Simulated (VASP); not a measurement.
# BiTe2 in VASP: notebook

BiTe2 is run at these levels: PBEsol; tasks: single point.

Everything below comes from runs of VASP 6.6.1. Logs are shortened: lines on timing, memory, paths and dates and some standing lists are left out, and cuts for length are marked.

### 1 The cell of the first run

The cell holds a slab with vacuum, 6 atoms: a = 4.381 Å, b = 4.381 Å, c = 25.108 Å, α = 90.00°, β = 90.00°, γ = 120.00°.

### 2 Single point, PBEsol

INCAR

```
  PREC = Accurate
  ENCUT = 520
  EDIFF = 1E-7
  ISMEAR = 0
  SIGMA = 0.05
  LREAL = False
  LASPH = True
  NELM = 80
  ALGO = Normal
  ISIF = 2
  LWAVE = False
  LCHARG = False
  LDIPOL = True
  IDIPOL = 3
  DIPOL = 0.5 0.5 0.500
  GGA = PS
  NBANDS = 36
```

KPOINTS

```
Automatic mesh
0
Gamma
  4 4 1
```

POSCAR

```
BiTe2
1.0
    4.3808388080      0.0000000000      0.0000000000
   -2.1904194040      3.7939176976      0.0000000000
    0.0000000000      0.0000000000     25.1077656495
Te Bi
4 2
Direct
    0.6666666667      0.3333333333      0.2987123627
    0.3333333333      0.6666666667      0.4476575435
    0.6666666667      0.3333333333      0.5523424565
    0.3333333333      0.6666666667      0.7012876373
    0.0000000000      0.0000000000      0.3790161249
    0.0000000000      0.0000000000      0.6209838751
```

Potentials or basis: VASP PAW PBE potentials, release 64 (Te, Bi_d).

Launch:

```console
$ cat potpaw_PBE.64/Te/POTCAR potpaw_PBE.64/Bi_d/POTCAR > POTCAR
$ mpirun -np 1 vasp_std > vasp.out
```

OUTCAR:

```text
PREC = Accurate
   ENCUT = 520
   EDIFF = 1E-7
   ISMEAR = 0
   LREAL = False
   LASPH = True
   NELM = 80
   ISIF = 2
   GGA = PS

 ion  position               nearest neighbor table
   1  0.667  0.333  0.299-   5 3.23   5 3.23   5 3.23
   2  0.333  0.667  0.448-   5 3.06   5 3.06   5 3.06   3 3.65   3 3.65   3 3.65
   3  0.667  0.333  0.552-   6 3.06   6 3.06   6 3.06   2 3.65   2 3.65   2 3.65
   4  0.333  0.667  0.701-   6 3.23   6 3.23   6 3.23
   5  0.000  0.000  0.379-   2 3.06   2 3.06   2 3.06   1 3.23   1 3.23   1 3.23
   6  0.000  0.000  0.621-   3 3.06   3 3.06   3 3.06   4 3.23   4 3.23   4 3.23

  LATTYP: Found a hexagonal cell.
 ALAT       =     4.3808388080
 C/A-ratio  =     5.7312689989

  Lattice vectors:

 A1 = (   4.3808388080,   0.0000000000,   0.0000000000)
 A2 = (  -2.1904194040,   3.7939176976,   0.0000000000)
 A3 = (   0.0000000000,   0.0000000000,  25.1077656495)

Analysis of symmetry for initial positions (statically):
=====================================================================
 Subroutine PRICEL returns:
 Original cell was already a primitive cell.

 Routine SETGRP: Setting up the symmetry group for a
 hexagonal supercell.

 Subroutine GETGRP returns: Found 12 space group operations
 (whereof 12 operations were pure point group operations)
 out of a pool of 24 trial point group operations.

The static configuration has the point symmetry D_3d.

Analysis of symmetry for dynamics (positions and initial velocities):
=====================================================================
 Subroutine PRICEL returns:
 Original cell was already a primitive cell.

 Routine SETGRP: Setting up the symmetry group for a
 hexagonal supercell.

 Subroutine GETGRP returns: Found 12 space group operations
 (whereof 12 operations were pure point group operations)
 out of a pool of 24 trial point group operations.

The dynamic configuration has the point symmetry D_3d.

 Subroutine INISYM returns: Found 12 space group operations
 (whereof 12 operations are pure point group operations),
 and found     1 'primitive' translations

----------------------------------------------------------------------------------------

                                     Primitive cell

  volume of cell :     417.3047

  direct lattice vectors                    reciprocal lattice vectors
     4.380838808  0.000000000  0.000000000     0.228266787  0.131789891  0.000000000
[... 83 lines left out ...]
   PSTRESS=    0.0 pullay stress
   NELECT =      54.0000    total number of electrons
   NUPDOWN=      -1.0000    fix difference up-down
   EMIN   =  10.00;   EMAX   =-10.00  energy-range for DOS
   EFERMI =   0.00;   METHOD = LEGACY
   ISMEAR =     0;   SIGMA  =   0.05  broadening in eV -4-tet -1-fermi 0-gaus
   EFERMI_NEDOS =   21; number of points for ismear=-14 and -15
   IALGO  =     38    algorithm
   IMIX   =      4    mixing-type and parameters
     AMIX     =   0.40;   BMIX     =  1.00
     AMIX_MAG =   1.60;   BMIX_MAG =  1.00
  volume/ion in A,a.u.               =      69.55       469.35
  Fermi-wavevector in a.u.,A,eV,Ry     =   0.828047  1.564782  9.328996  0.685662
  Thomas-Fermi vector in A             =   1.940356
   LORBIT       =      0    0 simple, 1 ext, 2 COOP (PROOUT), +10 PAW based schemes
   GGA     = PS    functional components
   LHFCALC =     F    Hartree Fock is set to
   AEXX    =    0.0000 exact exchange contribution
   IVDW    =     0    specifies the selected vdW correction
   LEPSILON=     F    determine dielectric tensor
   LRPA    =     F    only Hartree local field effects (RPA)
 non-spin polarized calculation
 Gauss-broadening in eV      SIGMA  =   0.05
  energy-cutoff  :      520.00
  volume of cell :      417.30
 maximum number of plane-waves:     11246
 NGX is ok and might be reduce to    36
   NGX = 17   NGY = 17   NGZ = 93

 dipolmoment           0.000000      0.000000      0.000000 electrons x Angstroem

 number of electron      53.9999999 magnetization

 dipolmoment           0.000000      0.000000     -0.000000 electrons x Angstroem

 Free energy of the ion-electron system (eV)
  ---------------------------------------------------
  ext. energy  EPLUGINS =         0.00000000
  ---------------------------------------------------
  free energy    TOTEN  =       -22.14756859 eV

  energy without entropy =      -22.13099664  energy(sigma->0) =      -22.13928262

 E-fermi :  -0.2129     XC(G=0):  -5.1661

 val. band max:       -0.2283656438   @ k =   0.2500   0.0000   0.0000
 cond. band min:      -0.1880152184   @ k =   0.0000   0.0000   0.0000
 fundamental gap:      0.0403504254
 Fermi energy:        -0.2129168260

 k-point     1 :       0.0000    0.0000    0.0000
  band No.  band energies     occupation
      1     -22.8802      2.00000
      2     -22.8802      2.00000
      3     -22.8802      2.00000
      4     -22.8802      2.00000
      5     -22.8752      2.00000
      6     -22.8751      2.00000
[... 145 lines left out ...]
     35       4.9651      0.00000
     36       5.2603      0.00000

------------------------ aborting loop because EDIFF is reached ----------------------------------------

 vacuum level on the upper side and lower side of the slab       (xc-potential included)        -0.086        -0.086

  FORCE on cell =-STRESS in cart. coord.  units (eV):
  Direction    XX          YY          ZZ          XY          YZ          ZX
  --------------------------------------------------------------------------------------
  -------------------------------------------------------------------------------------
  Total       -3.7314157     -3.7314157     -2.8446922      0.0000000      0.0000000     -0.0000000
  in kB      -14.3261988    -14.3261988    -10.9217598      0.0000000      0.0000000     -0.0000000
  external PRESSURE =     -13.1913858 kB  Pullay stress =       0.0000000 kB

 VOLUME and BASIS-vectors are now :
 -----------------------------------------------------------------------------
  energy-cutoff  :      520.00
  volume of cell :      417.30
      direct lattice vectors                 reciprocal lattice vectors
     4.380838808  0.000000000  0.000000000     0.228266787  0.131789891  0.000000000
    -2.190419404  3.793917698  0.000000000     0.000000000  0.263579782  0.000000000
     0.000000000  0.000000000 25.107765649     0.000000000  0.000000000  0.039828315

 POSITION                                       TOTAL-FORCE (eV/Angst)
 -----------------------------------------------------------------------------------
      2.19042      1.26464      7.50000         0.000000     -0.000000      0.746453
     -0.00000      2.52928     11.23968         0.000000     -0.000000      0.713190
      2.19042      1.26464     13.86808        -0.000000      0.000000     -0.713190
     -0.00000      2.52928     17.60777         0.000000      0.000000     -0.746453
      0.00000      0.00000      9.51625         0.000000     -0.000000     -1.089820
      0.00000      0.00000     15.59152        -0.000000      0.000000      1.089820
 -----------------------------------------------------------------------------------
    total drift:                                0.000000      0.000000     -0.000000

  FREE ENERGIE OF THE ION-ELECTRON SYSTEM (eV)
  ---------------------------------------------------
  free  energy   TOTEN  =       -22.1475685879 eV

  energy  without entropy=      -22.1309966435  energy(sigma->0) =      -22.13928262

 vacuum level on the upper side and lower side of the slab         5.296         5.296
```

Run time: 2.6 min. Hardware: 1 thread of Intel Xeon 6975P-C (Granite Rapids), shared host; peak memory 0.55 GiB.

What came out:

```yaml
Free_energy: -22.1476 eV
Largest_force: 1.090 eV/Å
Band_gap_on_the_k_mesh: zero (bands 27 and 28 overlap by 0.21 eV)
```

Forces on the atoms (eV/Å):
```
Te   0.000  0.000  0.746
Te   0.000  0.000  0.713
Te   0.000  0.000 -0.713
Te   0.000  0.000 -0.746
Bi   0.000  0.000 -1.090
Bi   0.000  0.000  1.090
```

Caveat: the k points lie up to 0.41 Å⁻¹ apart; the PAW data sets were made with another functional, which shifts forces and pressure a little; spin-orbit coupling is left out, which moves the levels of the heavy elements.

### 3 Single point, PBEsol

This run uses another cell than the first one, of 36.31 Å³/atom.

INCAR

```
SYSTEM = BiTe2
PREC     = Accurate       ! precision mode
ENCUT    = 520            ! plane-wave cutoff, eV
EDIFF    = 1E-6           ! SCF threshold, eV
ISMEAR   = 0              ! smearing method
SIGMA    = 0.05           ! smearing width, eV
LREAL    = .False.        ! projectors in reciprocal space
LASPH    = .True.         ! aspherical terms in the spheres
NELM     = 60             ! most SCF steps
ALGO     = Normal         ! electronic algorithm
ISIF     = 2              ! what is computed and relaxed
LWAVE    = .False.        ! write WAVECAR
LCHARG   = .False.        ! write CHGCAR
LDIPOL   = .True.       
IDIPOL   = 3            
DIPOL    = 0.5 0.5 0.500
GGA      = PS             ! functional
NBANDS   = 36             ! bands
```

KPOINTS

```
Automatic mesh
0
Gamma
  9 9 1
  0 0 0
```

POSCAR

```
BiTe2
1.0
    4.3808388080      0.0000000000      0.0000000000
   -2.1904194040      3.7939176976      0.0000000000
    0.0000000000      0.0000000000     13.1077656495
Te Bi
4 2
Direct
    0.6666666667      0.3333333333      0.1144359794
    0.3333333333      0.6666666667      0.3997386614
    0.6666666667      0.3333333333      0.6002613386
    0.3333333333      0.6666666667      0.8855640206
    0.0000000000      0.0000000000      0.2682568590
    0.0000000000      0.0000000000      0.7317431410
```

Potentials or basis: VASP PAW PBE potentials, release 64 (Te, Bi_d).

Launch:

```console
$ cat potpaw_PBE.64/Te/POTCAR potpaw_PBE.64/Bi_d/POTCAR > POTCAR
$ mpirun -np 1 vasp_std > vasp.out
```

Run time: 74 s. Hardware: 1 thread of Intel Xeon 6975P-C (Granite Rapids), shared host; peak memory 0.38 GiB.

The run converged. Its results:

```yaml
Free_energy: -22.5736 eV
Largest_force: 1.052 eV/Å
Band_gap_on_the_k_mesh: zero (bands 27 and 28 overlap by 0.38 eV)
```

Forces on the atoms (eV/Å):
```
Te   0.000  0.000  0.171
Te   0.000  0.000  0.755
Te   0.000  0.000 -0.755
Te   0.000  0.000 -0.171
Bi   0.000  0.000 -1.052
Bi   0.000  0.000  1.052
```

Levels at points of the mesh, in eV from the Fermi level:
| k point | band 23 | band 24 | band 25 | band 26 | band 27 | band 28 | band 29 | band 30 | band 31 | band 32 |
| --- | --- | --- | --- | --- | --- | --- | --- | --- | --- | --- |
| (0.00, 0.00, 0.00) | -0.58 | -0.37 | -0.37 | 0.01 | 0.01 | 0.42 | 1.19 | 1.65 | 1.65 | 1.98 |

Caveat: the k points lie up to 0.48 Å⁻¹ apart; the PAW data sets were made with another functional, which shifts forces and pressure a little; spin-orbit coupling is left out, which moves the levels of the heavy elements.

### 4 Single point, PBEsol

INCAR is that of step 3.

KPOINTS

```
regular mesh
0
Gamma
  9 9 1
  0 0 0
```

POSCAR

```
BiTe2
1.0
    4.3808388080      0.0000000000      0.0000000000
   -2.1904194040      3.7939176976      0.0000000000
    0.0000000000      0.0000000000     25.1077656495
Te Bi
4 2
Direct
    0.6666666667      0.3333333333      0.2987123627
    0.3333333333      0.6666666667      0.4476575435
    0.6666666667      0.3333333333      0.5523424565
    0.3333333333      0.6666666667      0.7012876373
    0.0000000000      0.0000000000      0.3790161249
    0.0000000000      0.0000000000      0.6209838751
```

Potentials or basis: VASP PAW PBE potentials, release 64 (Te, Bi_d).

Launch:

```console
$ cat potpaw_PBE.64/Te/POTCAR potpaw_PBE.64/Bi_d/POTCAR > POTCAR
$ mpirun -np 1 vasp_std > vasp.out
```

OUTCAR:

```text
SYSTEM = BiTe2
   PREC = Accurate
   ENCUT = 520
   EDIFF = 1E-6
   ISMEAR = 0
   LREAL = .False.
   LASPH = .True.
   NELM = 60
   ISIF = 2
   GGA = PS

 ion  position               nearest neighbor table
   1  0.667  0.333  0.299-   5 3.23   5 3.23   5 3.23
   2  0.333  0.667  0.448-   5 3.06   5 3.06   5 3.06   3 3.65   3 3.65   3 3.65
   3  0.667  0.333  0.552-   6 3.06   6 3.06   6 3.06   2 3.65   2 3.65   2 3.65
   4  0.333  0.667  0.701-   6 3.23   6 3.23   6 3.23
   5  0.000  0.000  0.379-   2 3.06   2 3.06   2 3.06   1 3.23   1 3.23   1 3.23
   6  0.000  0.000  0.621-   3 3.06   3 3.06   3 3.06   4 3.23   4 3.23   4 3.23

  LATTYP: Found a hexagonal cell.
 ALAT       =     4.3808388080
 C/A-ratio  =     5.7312689989

  Lattice vectors:

 A1 = (   4.3808388080,   0.0000000000,   0.0000000000)
 A2 = (  -2.1904194040,   3.7939176976,   0.0000000000)
 A3 = (   0.0000000000,   0.0000000000,  25.1077656495)

Analysis of symmetry for initial positions (statically):
=====================================================================
 Subroutine PRICEL returns:
 Original cell was already a primitive cell.

[... 177 lines left out ...]
  band No.  band energies     occupation
      1     -22.8733      2.00000
      2     -22.8733      2.00000
      3     -22.8733      2.00000
      4     -22.8733      2.00000
      5     -22.8622      2.00000
      6     -22.8621      2.00000
[... 457 lines left out ...]
     35       5.5965      0.00000
     36       6.2169      0.00000

------------------------ aborting loop because EDIFF is reached ----------------------------------------

 vacuum level on the upper side and lower side of the slab       (xc-potential included)        -0.227        -0.227

  FORCE on cell =-STRESS in cart. coord.  units (eV):
  Direction    XX          YY          ZZ          XY          YZ          ZX
  --------------------------------------------------------------------------------------
  -------------------------------------------------------------------------------------
  Total       -3.9699768     -3.9699768     -1.9740455      0.0000000      0.0000000      0.0000000
  in kB      -15.2421175    -15.2421175     -7.5790453      0.0000000      0.0000000      0.0000000
  external PRESSURE =     -12.6877601 kB  Pullay stress =       0.0000000 kB

 VOLUME and BASIS-vectors are now :
 -----------------------------------------------------------------------------
  energy-cutoff  :      520.00
  volume of cell :      417.30
      direct lattice vectors                 reciprocal lattice vectors
     4.380838808  0.000000000  0.000000000     0.228266787  0.131789891  0.000000000
    -2.190419404  3.793917698  0.000000000     0.000000000  0.263579782  0.000000000
     0.000000000  0.000000000 25.107765649     0.000000000  0.000000000  0.039828315

 POSITION                                       TOTAL-FORCE (eV/Angst)
 -----------------------------------------------------------------------------------
      2.19042      1.26464      7.50000        -0.000000      0.000000      0.649257
     -0.00000      2.52928     11.23968        -0.000000      0.000000      0.719338
      2.19042      1.26464     13.86808         0.000000      0.000000     -0.719338
     -0.00000      2.52928     17.60777         0.000000     -0.000000     -0.649257
      0.00000      0.00000      9.51625         0.000000     -0.000000     -1.074625
      0.00000      0.00000     15.59152        -0.000000      0.000000      1.074625
 -----------------------------------------------------------------------------------
    total drift:                                0.000000      0.000000     -0.000000

  FREE ENERGIE OF THE ION-ELECTRON SYSTEM (eV)
  ---------------------------------------------------
  free  energy   TOTEN  =       -22.2483733432 eV

  energy  without entropy=      -22.2354068764  energy(sigma->0) =      -22.24189011

 vacuum level on the upper side and lower side of the slab         5.196         5.196
```

It took 4.1 min on 1 thread of Intel Xeon 6975P-C (Granite Rapids), shared host; peak memory 0.6 GiB.

What came out:

- Free energy: -22.2484 eV
- Largest force: 1.075 eV/Å
- Band gap on the k mesh: zero (bands 27 and 28 overlap by 0.29 eV)

Forces on the atoms (eV/Å):
```
Te   0.000  0.000  0.649
Te   0.000  0.000  0.719
Te   0.000  0.000 -0.719
Te   0.000  0.000 -0.649
Bi   0.000  0.000 -1.075
Bi   0.000  0.000  1.075
```

Caveat: the PAW data sets were made with another functional, which shifts forces and pressure a little; spin-orbit coupling is left out, which moves the levels of the heavy elements.

### 5 Single point, PBEsol

INCAR

```
SYSTEM = BiTe2
ALGO     = Normal         ! electronic algorithm
DIPOL    = 0.5 0.5 0.500
EDIFF    = 1E-7           ! SCF threshold, eV
ENCUT    = 520            ! plane-wave cutoff, eV
GGA      = PS             ! functional
IDIPOL   = 3            
ISIF     = 2              ! what is computed and relaxed
ISMEAR   = 0              ! smearing method
LASPH    = .TRUE.         ! aspherical terms in the spheres
LCHARG   = .TRUE.         ! write CHGCAR
LDIPOL   = .TRUE.       
LELF     = .TRUE.         ! ELF
LREAL    = .FALSE.        ! projectors in reciprocal space
LVACPOTAV= .TRUE.       
LVHAR    = .TRUE.       
LWAVE    = .FALSE.        ! write WAVECAR
NBANDS   = 36             ! bands
NELM     = 60             ! most SCF steps
PREC     = Accurate       ! precision mode
SIGMA    = 0.05           ! smearing width, eV
```

KPOINTS

```
k-points
0
G
  9 9 1
  0 0 0
```

POSCAR

```
BiTe2
1.0
    4.3808388080      0.0000000000      0.0000000000
   -2.1904194040      3.7939176976      0.0000000000
    0.0000000000      0.0000000000     25.1077656495
Te Bi
4 2
Direct
    0.6666666667      0.3333333333      0.3108341354
    0.3333333333      0.6666666667      0.4562133632
    0.6666666667      0.3333333333      0.5437866333
    0.3333333333      0.6666666667      0.6891658658
    0.0000000000      0.0000000000      0.3816245114
    0.0000000000      0.0000000000      0.6183754909
```

Launch:

```console
$ cat potpaw_PBE.64/Te/POTCAR potpaw_PBE.64/Bi_d/POTCAR > POTCAR
$ mpirun -np 1 vasp_std > vasp.out
```

Run time: 4.3 min. Hardware: 1 thread of Intel Xeon 6975P-C (Granite Rapids), shared host; peak memory 0.6 GiB.

The run converged. Its results:

```
Free energy            : -22.5750 eV
Largest force          : 0.020 eV/Å
Band gap on the k mesh : zero (bands 27 and 28 overlap by 0.28 eV)
```

Forces in eV/Å, atoms in the order of the input:
```
Te   0.000  0.000 -0.020
Te   0.000  0.000  0.004
Te   0.000  0.000 -0.004
Te   0.000  0.000  0.020
Bi   0.000  0.000 -0.002
Bi   0.000  0.000  0.002
```

Levels at points of the mesh, in eV from the Fermi level:
```csv
k point,band 23,band 24,band 25,band 26,band 27,band 28,band 29,band 30,band 31,band 32
"(0.00, 0.00, 0.00)",-1.00,-0.84,-0.84,-0.32,-0.32,-0.16,1.06,1.58,1.58,1.84
```

Caveat: the PAW data sets were made with another functional, which shifts forces and pressure a little; spin-orbit coupling is left out, which moves the levels of the heavy elements.

### 6 Overview

| cell | k mesh | gap on the mesh (eV) | largest force (eV/Å) |
| --- | --- | --- | --- |
| a = 4.381, b = 4.381, c = 25.108 Å, angles 90.0, 90.0, 120.0°, 6 atoms, atomic positions A | 4 × 4 × 1 | none | 1.09 |
| a = 4.381, b = 4.381, c = 13.108 Å, angles 90.0, 90.0, 120.0°, 6 atoms, atomic positions A | 9 × 9 × 1 | none | 1.05 |
| a = 4.381, b = 4.381, c = 25.108 Å, angles 90.0, 90.0, 120.0°, 6 atoms, atomic positions A | 9 × 9 × 1 | none | 1.07 |
| a = 4.381, b = 4.381, c = 25.108 Å, angles 90.0, 90.0, 120.0°, 6 atoms, atomic positions B | 9 × 9 × 1 | none | 0.02 |

Alike in all rows: task single point; level PBEsol; potentials or basis VASP PAW PBE potentials, release 64 (Te, Bi_d); no spin polarisation; cutoff (eV) 520; smearing gaussian 0.05 eV.

Caveats: some runs use coarse meshes; the PAW data sets were made with another functional, which shifts forces and pressure a little; spin-orbit coupling is left out, which moves the levels of the heavy elements.

Absolute energies hang on the potentials; compare differences alone.

The gap in the log of VASP goes by the Fermi energy; the results here count the filled bands.